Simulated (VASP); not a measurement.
# SiF in VASP: a series of runs, part 2 of 2

VASP 6.6.1. The steps go on from the part before.

### Step 4. Single point, PBE

File INCAR:

```
PREC = Accurate
ENCUT = 520
EDIFF = 1E-6
ISMEAR = -1
SIGMA = 0.025
LREAL = False
LASPH = True
NELM = 100
ALGO = Normal
ISIF = 2
LWAVE = False
LCHARG = True
GGA = PE
LELF = True
LVHAR = True
NBANDS = 12
```

File KPOINTS:

```
Automatic mesh
0
Gamma
  6 6 6
```

File POSCAR:

```
SiF
1.0
    3.0286000000      0.0000000000      0.0000000000
    0.0000000000      3.0286000000      0.0000000000
    0.0000000000      0.0000000000      3.0286000000
Si F
1 1
Direct
    0.4905460000      0.4926000000      0.4836290000
    0.0078680000     -0.0103740000      0.0020390000
```

Potentials or basis: VASP PAW PBE potentials, release 64 (Si, F).

Started as:

```
> cat potpaw_PBE.64/Si/POTCAR potpaw_PBE.64/F/POTCAR > POTCAR
> mpirun -np 1 vasp_std > vasp.out
```

OUTCAR:

```text
PREC = Accurate
   ENCUT = 520
   EDIFF = 1E-6
   ISMEAR = -1
   LREAL = False
   LASPH = True
   NELM = 100
   ISIF = 2
   GGA = PE

 ion  position               nearest neighbor table
   1  0.491  0.493  0.484-
   2  0.008  0.990  0.002-

  LATTYP: Found a simple cubic cell.
 ALAT       =     3.0286000000

  Lattice vectors:

 A1 = (   3.0286000000,   0.0000000000,   0.0000000000)
 A2 = (   0.0000000000,   3.0286000000,   0.0000000000)
 A3 = (   0.0000000000,   0.0000000000,   3.0286000000)

Analysis of symmetry for initial positions (statically):
=====================================================================
 Subroutine PRICEL returns:
 Original cell was already a primitive cell.

 Routine SETGRP: Setting up the symmetry group for a
 simple cubic supercell.

 Subroutine GETGRP returns: Found  1 space group operations
 (whereof  1 operations were pure point group operations)
 out of a pool of 48 trial point group operations.

The static configuration has the point symmetry C_1 .

Analysis of symmetry for dynamics (positions and initial velocities):
[... 163 lines left out ...]
 fundamental gap:      0.0009037828
 Fermi energy:         5.8012749878

 k-point     1 :       0.0000    0.0000    0.0000
  band No.  band energies     occupation
      1     -18.3594      2.00000
      2      -3.1699      2.00000
      3       0.5449      2.00000
      4       0.5482      2.00000
      5       0.5552      2.00000
      6      10.8572      0.00000
      7      10.9272      0.00000
      8      10.9562      0.00000
      9      11.6608      0.00000
     10      11.7221      0.00000
     11      21.7840      0.00000
     12      22.7530      0.00000
[... 331 lines left out ...]
 k-point    24 :      -0.1667    0.0000    0.3333
  band No.  band energies     occupation
      1     -18.1399      2.00000
      2      -3.4808      2.00000
      3      -0.1184      2.00000
      4       0.8458      2.00000
      5       2.1817      2.00000
      6       5.6327      1.99765
      7       8.6301      0.00000
      8      11.0735      0.00000
      9      14.8998      0.00000
     10      17.0012      0.00000
     11      19.1478      0.00000
     12      19.3952      0.00000

 [... further k-points ...]
[... 5 lines left out ...]
  --------------------------------------------------------------------------------------
  -------------------------------------------------------------------------------------
  Total       -0.0112104      0.0357122     -0.0172100      0.0036917      0.0039199     -0.0226217
  in kB       -0.6465558      2.0596898     -0.9925798      0.2129158      0.2260763     -1.3046998
  external PRESSURE =       0.1401847 kB  Pullay stress =       0.0000000 kB

 VOLUME and BASIS-vectors are now :
 -----------------------------------------------------------------------------
  energy-cutoff  :      520.00
  volume of cell :       27.78
      direct lattice vectors                 reciprocal lattice vectors
     3.028600000  0.000000000  0.000000000     0.330185564  0.000000000  0.000000000
     0.000000000  3.028600000  0.000000000     0.000000000  0.330185564  0.000000000
     0.000000000  0.000000000  3.028600000     0.000000000  0.000000000  0.330185564

 POSITION                                       TOTAL-FORCE (eV/Angst)
 -----------------------------------------------------------------------------------
      1.48567      1.49189      1.46472        -0.034207      0.005858     -0.036569
      0.02383      2.99718      0.00618         0.034207     -0.005858      0.036569
 -----------------------------------------------------------------------------------
    total drift:                               -0.000357      0.000037     -0.000158

  FREE ENERGIE OF THE ION-ELECTRON SYSTEM (eV)
  ---------------------------------------------------
  free  energy   TOTEN  =        -7.7352357980 eV

  energy  without entropy=       -7.7297791157  energy(sigma->0) =       -7.73250746
```

OSZICAR:

```text
N       E                     dE             d eps       ncg     rms          rms(c)
DAV:   1     0.242714623034E+02    0.24271E+02   -0.47680E+03  2696   0.762E+02
DAV:   2    -0.758562215502E+01   -0.31857E+02   -0.30041E+02  3324   0.142E+02
DAV:   3    -0.854707752246E+01   -0.96146E+00   -0.95483E+00  3240   0.221E+01
DAV:   4    -0.854983296422E+01   -0.27554E-02   -0.27548E-02  2940   0.149E+00
DAV:   5    -0.854984587676E+01   -0.12913E-04   -0.12912E-04  3216   0.102E-01    0.541E+00
DAV:   6    -0.782587195650E+01    0.72397E+00   -0.62711E+00  2748   0.180E+01    0.288E+00
DAV:   7    -0.774556647725E+01    0.80305E-01   -0.58874E-01  2948   0.519E+00    0.823E-01
DAV:   8    -0.773624101507E+01    0.93255E-02   -0.80678E-02  2800   0.209E+00    0.185E-01
DAV:   9    -0.773513662359E+01    0.11044E-02   -0.42486E-03  2928   0.393E-01    0.682E-02
DAV:  10    -0.773522493760E+01   -0.88314E-04   -0.13748E-04  3100   0.912E-02    0.261E-02
DAV:  11    -0.773523610264E+01   -0.11165E-04   -0.40892E-05  3004   0.514E-02    0.494E-03
DAV:  12    -0.773523579799E+01    0.30465E-06   -0.37620E-06  2060   0.118E-02
   1 F= -.77352358E+01 E0= -.77325075E+01  d E =-.545668E-02
```

It took 9 s on 1 thread of Intel Xeon Platinum 8559C (Emerald Rapids), shared host; peak memory 0.15 GiB.

What came out:

- Free energy: -7.7352 eV
- Pressure: 0.0 GPa
- Largest force: 0.050 eV/Å

Forces in eV/Å, atoms in the order of the input:
```
Si  -0.034  0.006 -0.037
F    0.034 -0.006  0.037
```

Caveat: an odd number of electrons without spin polarisation forces a metal; a magnetic or distorted state may lie lower.

### Step 5. Summary

| k mesh | smearing | gap on the mesh (eV) | pressure (GPa) | largest force (eV/Å) |
| --- | --- | --- | --- | --- |
| 9 × 9 × 9 | fermi-dirac 0.05 eV | none | 0.0 | - |
| 6 × 6 × 6 | fermi-dirac 0.05 eV | none | 0.1 | 0.05 |
| 6 × 6 × 6 | fermi-dirac 0.025 eV | none | 0.0 | 0.05 |

Some of these runs hold the atoms at other places in the same cell, which the table doesn't show; runs alike in all that it shows share one row.

Alike in all rows: task single point; level PBE; potentials or basis VASP PAW PBE potentials, release 64 (Si, F); no spin polarisation; cell as given; cutoff (eV) 520.

Every run on the cell as given and a fine mesh finds a metal.

Caveats: an odd number of electrons without spin polarisation forces a metal; a magnetic or distorted state may lie lower.

Total energies depend on the potentials used, so only differences within one code and one set of settings carry meaning.
